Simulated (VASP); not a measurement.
The system is P.

```
P
1.0
     0.00000    1.96707    1.96707
     1.96707    0.00000    1.96707
     1.96707    1.96707    0.00000
P
1
Direct
  0.00000 0.00000 0.00000
```

- Program: VASP 6.6.1
- Task: relaxation of cell and atoms
- Functional: PBEsol
- Potentials or basis: VASP PAW PBE potentials, release 64 (P)
- Cutoff: 600 eV
- k mesh: 14 × 14 × 14
- Occupations: fermi-dirac, width 0.1 eV
- Spin: no spin polarisation

At the start: pressure -7.3 GPa; volume 15.22 Å³/atom.

**Question.** Where does the relaxation end?

**Answer.** Over 3 steps the energy falls by 31.0 meV/atom and the volume is 13.96 Å³/atom (-8.3 %); space group Fm-3m (No. 225, to 0.05 Å).

Step by step:
```
step  energy change (eV)  largest force (eV/Å)  pressure (GPa)  volume (Å³)
   1              0.0000                0.0000           -7.34        15.22
   2             -0.0298                0.0000            1.72        13.74
   3             -0.0310                0.0000            0.00        13.96
```

Final structure:
```
CELL_PARAMETERS angstrom
0.00000 1.91121 1.91121
1.91121 0.00000 1.91121
1.91121 1.91121 0.00000
ATOMIC_POSITIONS crystal
P 0.00000 0.00000 0.00000
```

Caveat: the PAW data sets were made with another functional, which shifts forces and pressure a little.
